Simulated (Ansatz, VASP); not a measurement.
Two plane-wave programs on GeSb4Te7

```
Ge Sb Te
1.0
     4.25592    0.00000    0.00000
    -2.12796    3.68573    0.00000
     0.00000    0.00000   23.30278
Ge Sb Te
1 4 7
Direct
  0.00000 0.00000 0.50000
  0.66667 0.33333 0.91577
  0.33333 0.66667 0.34405
  0.33333 0.66667 0.08423
  0.66667 0.33333 0.65595
  0.33333 0.66667 0.84219
  0.66667 0.33333 0.15781
  0.00000 0.00000 0.72930
  0.66667 0.33333 0.42911
  0.33333 0.66667 0.57089
  0.00000 0.00000 0.00000
  0.00000 0.00000 0.27070
```

Alike in both runs: functional PBEsol; k mesh 12 × 12 × 2; occupations fermi-dirac, width 0.15 eV; no spin polarisation.

Ansatz relaxed the structure, and its values are those at the end. VASP's run is a single point on that final structure, the one shown.

|  | VASP | Ansatz |
| --- | --- | --- |
| version | VASP 6.6.1 | Ansatz 0.2.0 |
| potentials or method | VASP PAW PBE potentials, release 64 (Ge_d, Sb, Te), cutoff 520 eV | scalar-relativistic, plane waves, PAW |
| valence electrons in the cell | 76 | 186 |

Ansatz gave:

```
gap on the k mesh at the Fermi level (eV) : none
pressure (GPa)                            : 0.0
rms of the force components (eV/Å)        : 0.000
```

Problem. Estimate VASP's values.

Solution. gap on the k mesh at the Fermi level (eV): none; pressure (GPa): 0.0; rms of the force components (eV/Å): 0.013.

VASP's potentials were made for PBE, not for PBEsol. A gap of «none» marks a metal or a gap that the smearing closes. VASP's potentials hold 76 valence electrons a cell and Ansatz's 186, so a difference there can come from the potentials and not from the codes.

Neither program's run includes spin-orbit coupling.
